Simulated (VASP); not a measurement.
# Sn2HO2 in VASP: single point with PBE+D3(BJ)

Aim: the single point of Sn2HO2 with PBE+D3(BJ).

Program: VASP 6.6.1. These are calculated values, not measurements. Logs are shortened: lines on timing, memory, paths and dates and some standing lists are left out, and cuts for length are marked.

## 1. The cell of the first run

The cell holds a slab with vacuum, 5 atoms: a = 3.820 Å, b = 3.820 Å, c = 17.863 Å, α = 90.00°, β = 90.00°, γ = 90.00°.

## 2. Single point, PBE+D3(BJ), collinear spin

Contents of INCAR:

```
  PREC = Accurate
  ENCUT = 520
  EDIFF = 1E-6
  ISMEAR = 0
  SIGMA = 0.05
  LREAL = F
  LASPH = T
  NELM = 150
  ALGO = Normal
  ISIF = 2
  LWAVE = F
  LCHARG = F
  ISPIN = 2
  MAGMOM = 0 0 0 0 1
  LORBIT = 11
  LDIPOL = T
  IDIPOL = 3
  DIPOL = 0.5 0.5 0.326
  GGA = PE
  IVDW = 12
  NBANDS = 32
```

Contents of KPOINTS:

```
regular mesh
0
Gamma
  7 7 1
```

Contents of POSCAR:

```
Sn2HO2
1.0
    3.8201633739      0.0000000000      0.0000000000
    0.0000000000      3.8201633739      0.0000000000
    0.0000000000      0.0000000000     17.8630408312
Sn O H
2 2 1
Direct
    0.7500000000      0.2500000000      0.2239260402
    0.2500000000      0.7500000000      0.3562126343
    0.2500000000      0.2500000000      0.2900693373
    0.7500000000      0.7500000000      0.2900693373
    0.2500000000      0.7500000000      0.4688719554
```

Potentials or basis: VASP PAW PBE potentials, release 64 (Sn_d, O, H).

Launch:

```bash
cat potpaw_PBE.64/Sn_d/POTCAR potpaw_PBE.64/O/POTCAR potpaw_PBE.64/H/POTCAR > POTCAR
mpirun -np 1 vasp_std > vasp.out
```

OUTCAR:

```text
PREC = Accurate
   ENCUT = 520
   EDIFF = 1E-6
   ISMEAR = 0
   LREAL = F
   LASPH = T
   NELM = 150
   ISIF = 2
   ISPIN = 2
   LORBIT = 11
   GGA = PE
   IVDW = 12
 IVDW          = 12

 ion  position               nearest neighbor table
   1  0.750  0.250  0.224-   3 2.25   4 2.25   4 2.25   3 2.25   2 3.59   2 3.59   2 3.59   2 3.59

   2  0.250  0.750  0.356-   5 2.01   4 2.25   3 2.25   3 2.25   4 2.25   1 3.59   1 3.59   1 3.59
                             1 3.59
   3  0.250  0.250  0.290-   2 2.25   2 2.25   1 2.25   1 2.25
   4  0.750  0.750  0.290-   2 2.25   2 2.25   1 2.25   1 2.25
   5  0.250  0.750  0.469-   2 2.01

  LATTYP: Found a simple tetragonal cell.
 ALAT       =     3.8201633739
 C/A-ratio  =     4.6759887164

  Lattice vectors:

 A1 = (   3.8201633739,   0.0000000000,   0.0000000000)
 A2 = (   0.0000000000,   3.8201633739,   0.0000000000)
 A3 = (   0.0000000000,   0.0000000000,  17.8630408312)

Analysis of symmetry for initial positions (statically):
=====================================================================
 Subroutine PRICEL returns:
 Original cell was already a primitive cell.

 Routine SETGRP: Setting up the symmetry group for a
 simple tetragonal supercell.

 Subroutine GETGRP returns: Found  8 space group operations
 (whereof  2 operations were pure point group operations)
 out of a pool of 16 trial point group operations.

The static configuration has the point symmetry C_1h.
 The point group associated with its full space group is C_4v.

Analysis of symmetry for dynamics (positions and initial velocities):
=====================================================================
 Subroutine PRICEL returns:
 Original cell was already a primitive cell.

 Routine SETGRP: Setting up the symmetry group for a
 simple tetragonal supercell.

 Subroutine GETGRP returns: Found  8 space group operations
 (whereof  2 operations were pure point group operations)
 out of a pool of 16 trial point group operations.

The dynamic configuration has the point symmetry C_1h.
 The point group associated with its full space group is C_4v.

Analysis of structural, dynamic, and magnetic symmetry:
=====================================================================
 Subroutine PRICEL returns:
 Original cell was already a primitive cell.

 Routine SETGRP: Setting up the symmetry group for a
 simple tetragonal supercell.

 Subroutine GETGRP returns: Found  8 space group operations
 (whereof  2 operations were pure point group operations)
 out of a pool of 16 trial point group operations.

The overall configuration has the point symmetry C_1h.
 The point group associated with its full space group is C_4v.

 Subroutine INISYM returns: Found  8 space group operations
 (whereof  2 operations are pure point group operations),
 and found     1 'primitive' translations

----------------------------------------------------------------------------------------

                                     Primitive cell

  volume of cell :     260.6869

  direct lattice vectors                    reciprocal lattice vectors
     3.820163374  0.000000000  0.000000000     0.261768909  0.000000000  0.000000000
     0.000000000  3.820163374  0.000000000     0.000000000  0.261768909  0.000000000
     0.000000000  0.000000000 17.863040831     0.000000000  0.000000000  0.055981510

  length of vectors
     3.820163374  3.820163374 17.863040831     0.261768909  0.261768909  0.055981510

  position of ions in fractional coordinates (direct lattice)
     0.750000000  0.250000000  0.223926040
     0.250000000  0.750000000  0.356212634
     0.250000000  0.250000000  0.290069337
     0.750000000  0.750000000  0.290069337
     0.250000000  0.750000000  0.468871955

  ion indices of the primitive-cell ions
   primitive index   ion index
                 1           1
                 2           2
                 3           3
                 4           4
                 5           5

----------------------------------------------------------------------------------------
[... 28 lines left out ...]
  0.142857  0.000000  0.000000      4.000000
  0.285714  0.000000  0.000000      4.000000
  0.428571  0.000000  0.000000      4.000000
  0.142857  0.142857  0.000000      4.000000
  0.285714  0.142857  0.000000      8.000000
  0.428571  0.142857  0.000000      8.000000
  0.285714  0.285714  0.000000      4.000000
  0.428571  0.285714  0.000000      8.000000
  0.428571  0.428571  0.000000      4.000000
   k-points           NKPTS =     10   k-points in BZ     NKDIM =     10   number of bands    NBANDS=     32
   number of dos      NEDOS =    301   number of ions     NIONS =      5
   total plane-waves  NPLWV = 109760
   dimension x,y,z NGX =    28 NGY =   28 NGZ =  140
   dimension x,y,z NGXF=    56 NGYF=   56 NGZF=  280
   ions per type =               2   2   1
   NGX,Y,Z   is equivalent  to a cutoff of  12.19, 12.19, 13.03 a.u.
   NGXF,Y,Z  is equivalent  to a cutoff of  24.37, 24.37, 26.06 a.u.
 SYSTEM =  unknown system
   PREC   = accura    normal or accurate (medium, high low for compatibility)
   ISTART =      0    job   : 0-new  1-cont  2-samecut
   ICHARG =      2    charge: 1-file 2-atom 10-const
   ISPIN  =      2    spin polarized calculation?
   LNONCOLLINEAR =      F non collinear calculations
   LSORBIT =      F    spin-orbit coupling
   LASPH  =      T    aspherical Exc in radial PAW
   ENCUT  =  520.0 eV  38.22 Ry    6.18 a.u.   7.10  7.10 33.21*2*pi/ulx,y,z
   NELM   =    150;   NELMIN=  2; NELMDL= -5     # of ELM steps
   EDIFF  = 0.1E-05   stopping-criterion for ELM
   LREAL  =      F    real-space projection
[... 7 lines left out ...]
   TEBEG  =    0.0;   TEEND  =   0.0 temperature during run
   PSTRESS=    0.0 pullay stress
   NELECT =      41.0000    total number of electrons
   NUPDOWN=      -1.0000    fix difference up-down
   EMIN   =  10.00;   EMAX   =-10.00  energy-range for DOS
   EFERMI =   0.00;   METHOD = LEGACY
   ISMEAR =     0;   SIGMA  =   0.05  broadening in eV -4-tet -1-fermi 0-gaus
   EFERMI_NEDOS =   21; number of points for ismear=-14 and -15
   IALGO  =     38    algorithm
   IMIX   =      4    mixing-type and parameters
     AMIX     =   0.40;   BMIX     =  1.00
     AMIX_MAG =   1.60;   BMIX_MAG =  1.00
  volume/ion in A,a.u.               =      52.14       351.84
  Fermi-wavevector in a.u.,A,eV,Ry     =   0.883683  1.669918 10.624723  0.780895
  Thomas-Fermi vector in A             =   2.004482
   LORBIT       =     11    0 simple, 1 ext, 2 COOP (PROOUT), +10 PAW based schemes
   GGA     = PE    functional components
   LHFCALC =     F    Hartree Fock is set to
   AEXX    =    0.0000 exact exchange contribution
   IVDW    =    12    specifies the selected vdW correction
   LEPSILON=     F    determine dielectric tensor
   LRPA    =     F    only Hartree local field effects (RPA)
 spin polarized calculation
 Gauss-broadening in eV      SIGMA  =   0.05
  energy-cutoff  :      520.00
  volume of cell :      260.69
 maximum number of plane-waves:      7046
   NGX = 15   NGY = 15   NGZ = 67

 dipolmoment           0.000000      0.000000     -0.025026 electrons x Angstroem

 number of electron      40.9999984 magnetization       0.7939498

 dipolmoment           0.000000      0.000000      0.102699 electrons x Angstroem

 Free energy of the ion-electron system (eV)
  ---------------------------------------------------
  ext. energy  EPLUGINS =         0.00000000
  ---------------------------------------------------
  free energy    TOTEN  =       -23.82873953 eV

  energy without entropy =      -23.82719905  energy(sigma->0) =      -23.82796929

 E-fermi :  -0.4980     XC(G=0):  -3.7854

 val. band max:       -0.5359381521   @ k =   0.4286   0.2857   0.0000
 cond. band min:      -0.4257423743   @ k =   0.4286   0.4286   0.0000
 fundamental gap:      0.1101957779
 Fermi energy:        -0.4979513009

 spin component 1

 k-point     1 :       0.0000    0.0000    0.0000
  band No.  band energies     occupation
      1     -23.5018      1.00000
      2     -23.1780      1.00000
      3     -23.1282      1.00000
      4     -23.1282      1.00000
      5     -23.1095      1.00000
      6     -23.0579      1.00000
[... 339 lines left out ...]
     31       6.5234      0.00000
     32       6.6549      0.00000
 Fermi energy:        -0.4979513009

 spin component 2

 k-point     1 :       0.0000    0.0000    0.0000
  band No.  band energies     occupation
      1     -23.4441      1.00000
      2     -23.1090      1.00000
      3     -23.0816      1.00000
      4     -23.0816      1.00000
      5     -23.0558      1.00000
      6     -23.0389      1.00000
[... 339 lines left out ...]
     31       6.7928      0.00000
     32       6.9321      0.00000

------------------------ aborting loop because EDIFF is reached ----------------------------------------

 vacuum level on the upper side and lower side of the slab       (xc-potential included)         0.621        -0.616

 Edisp (eV)   -0.59297

 E8    (eV) :    -0.2605

  FORCE on cell =-STRESS in cart. coord.  units (eV):
  Direction    XX          YY          ZZ          XY          YZ          ZX
  --------------------------------------------------------------------------------------
  -------------------------------------------------------------------------------------
  Total       1.62606     1.62606    -0.30643     0.00000     0.00000     0.00000
  in kB       9.99375     9.99375    -1.88331     0.00000     0.00000     0.00000
  external pressure =        6.03 kB  Pullay stress =        0.00 kB

 VOLUME and BASIS-vectors are now :
 -----------------------------------------------------------------------------
  energy-cutoff  :      520.00
  volume of cell :      260.69
      direct lattice vectors                 reciprocal lattice vectors
     3.820163374  0.000000000  0.000000000     0.261768909  0.000000000  0.000000000
     0.000000000  3.820163374  0.000000000     0.000000000  0.261768909  0.000000000
     0.000000000  0.000000000 17.863040831     0.000000000  0.000000000  0.055981510

 POSITION                                       TOTAL-FORCE (eV/Angst)
 -----------------------------------------------------------------------------------
      2.86512      0.95504      4.00000         0.000000     -0.000000     -0.227693
      0.95504      2.86512      6.36304        -0.000000      0.000000     -0.475556
      0.95504      0.95504      5.18152         0.000000     -0.000000      0.341365
      2.86512      2.86512      5.18152         0.000000     -0.000000      0.341365
      0.95504      2.86512      8.37548         0.000000     -0.000000      0.020519
 -----------------------------------------------------------------------------------
    total drift:                                0.000000      0.000000      0.001252

  FREE ENERGIE OF THE ION-ELECTRON SYSTEM (eV)
  ---------------------------------------------------
  free  energy   TOTEN  =       -24.4217110714 eV

  energy  without entropy=      -24.4201705912  energy(sigma->0) =      -24.42094083

 vacuum level on the upper side and lower side of the slab         4.017         2.744

 total charge

# of ion       s       p       d       tot
------------------------------------------
    1        1.282   0.762  10.054  12.098
    2        1.230   0.806  10.071  12.107
    3        1.586   3.414   0.000   4.999
    4        1.586   3.414   0.000   4.999
    5        0.457   0.005   0.000   0.462
--------------------------------------------------
tot          6.141   8.400  20.124  34.666

 magnetization (x)

# of ion       s       p       d       tot
------------------------------------------
    1        0.003   0.011   0.001   0.015
    2        0.146  -0.010   0.008   0.144
    3        0.009   0.074   0.000   0.083
    4        0.009   0.074   0.000   0.083
    5        0.169  -0.000   0.000   0.169
--------------------------------------------------
tot          0.335   0.149   0.009   0.493
```

Run time: 7.8 min. Hardware: 1 thread of Intel Xeon Platinum 8259CL at 2.50GHz (Skylake/Cascade Lake), shared host; peak memory 0.45 GiB.

Results:

```
Free energy                                           : -24.4217 eV
Largest force                                         : 0.476 eV/Å
Net moment                                            : 0.79 μB per cell
Site moments                                          : Sn +0.01, +0.14; O +0.08; H +0.17 μB
Valence electrons inside the program's atomic spheres : Sn 12.10, 12.11; O 5.00; H 0.46
Dispersion energy per atom                            : -0.119 eV
```

Forces in eV/Å, atoms in the order of the input:
```
Sn   0.000  0.000 -0.228
Sn   0.000  0.000 -0.476
O    0.000  0.000  0.341
O    0.000  0.000  0.341
H    0.000  0.000  0.021
```

Caveat: spin-orbit coupling is left out, which moves the levels of the heavy elements.
